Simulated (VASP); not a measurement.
Input of a VASP 6.6.1 run:

INCAR

```
SYSTEM = LuHg
PREC = Accurate
ENCUT = 520
EDIFF = 1E-7
ISMEAR = -1
SIGMA = 0.05
LREAL = .FALSE.
LASPH = .TRUE.
NELM = 60
ALGO = Normal
ISIF = 2
LWAVE = .FALSE.
LCHARG = .TRUE.
GGA = CA
LELF = .TRUE.
LVHAR = .TRUE.
NBANDS = 26
```

Contents of KPOINTS:

```
regular mesh
0
G
  10 10 10
  0 0 0
```

POSCAR

```
LuHg
1.0
    3.6070000000      0.0360700000      0.0360700000
    0.0360700000      3.6070000000      0.0360700000
    0.0360700000      0.0360700000      3.6070000000
Lu Hg
1 1
Direct
    0.5000000000      0.5000000000      0.5000000000
    0.0000000000      0.0000000000      0.0000000000
```

Potentials or basis: VASP PAW PBE potentials, release 64 (Lu, Hg).

Command:

```bash
$ cat potpaw_PBE.64/Lu/POTCAR potpaw_PBE.64/Hg/POTCAR > POTCAR
$ mpirun -np 1 vasp_std > vasp.out
```

**Question.** Predict the pressure.

**Answer.** -3.5 GPa.

Stress tensor (GPa, compression positive):
```
-3.52 -0.80 -0.80
-0.80 -3.52 -0.80
-0.80 -0.80 -3.52
```

Caveat: the cell differs from its parent crystal (equal xy, yz and zx shear strains of +2 %); the PAW data sets were made with another functional, which shifts forces and pressure a little.
